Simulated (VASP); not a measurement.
A run of VASP 6.6.1 is set up as follows.

File INCAR:

```
PREC     = Accurate       # precision mode
ENCUT    = 520            # plane-wave cutoff, eV
EDIFF    = 1E-6           # SCF threshold, eV
ISMEAR   = 0              # smearing method
SIGMA    = 0.1            # smearing width, eV
LREAL    = F              # projectors in reciprocal space
LASPH    = T              # aspherical terms in the spheres
NELM     = 80             # most SCF steps
ALGO     = Normal         # electronic algorithm
ISIF     = 2              # what is computed and relaxed
LWAVE    = F              # write WAVECAR
LCHARG   = T              # write CHGCAR
GGA      = PS             # functional
LELF     = T              # ELF
LVHAR    = T            
NBANDS   = 18             # bands
```

Contents of KPOINTS:

```
regular mesh
0
Gamma
  14 14 14
```

File POSCAR:

```
ZnAu
1.0
    3.0965885975      0.0000000000      0.0000000000
    0.0000000000      3.0965885975      0.0000000000
    0.0000000000      0.0000000000      3.0965885975
Zn Au
1 1
Direct
    0.5000000000      0.5000000000      0.5000000000
    0.0000000000      0.0000000000      0.0000000000
```

Potentials or basis: VASP PAW PBE potentials, release 64 (Zn, Au).

Run with:

```sh
$ cat potpaw_PBE.64/Zn/POTCAR potpaw_PBE.64/Au/POTCAR > POTCAR
$ mpirun -np 1 vasp_std > vasp.out
```

(1) Predict the band gap on the k mesh.

(2) Predict the pressure.

## Answers

(1) zero (an odd number of electrons rules out a gap without spin polarisation).

(2) 4.9 GPa.

Caveat: the cell stands under pressure; the PAW data sets were made with another functional, which shifts forces and pressure a little; spin-orbit coupling is left out, which moves the levels of the heavy elements.
